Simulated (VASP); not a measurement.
PbSe:

```
Pb Se
1.0
     0.00000    3.42320    3.42320
     3.42320    0.00000    3.42320
     3.42320    3.42320    0.00000
Pb Se
1 1
Direct
  0.00000 0.00000 0.00000
  0.25000 0.25000 0.25000
```

Base run:

| Property | Result |
| --- | --- |
| Program | VASP 6.6.1 |
| Functional | HSE06 |
| Potentials or basis | VASP PAW PBE potentials, release 64 (Pb_d, Se) |
| Cutoff | 520 eV |
| k mesh | 4 × 4 × 4 |
| Occupations | gaussian, width 0.01 eV |
| Spin | no spin polarisation |

Its results: band gap on the k mesh 1.07 eV, indirect (least direct gap 1.66 eV); pressure 0.0 GPa.

**Question.** The run is repeated on the same cell with these changes: functional from HSE06 to r2SCAN. What comes out?

**Answer.** Band gap on the k mesh 0.80 eV, indirect (least direct gap 1.34 eV); pressure -0.1 GPa.

HSE06 gives the wider gap, since exact exchange removes part of the self-interaction.

Caveats: the PAW data sets were made with another functional, which shifts forces and pressure a little; spin-orbit coupling is left out, which moves the levels of the heavy elements.

A k mesh can miss the band edges.
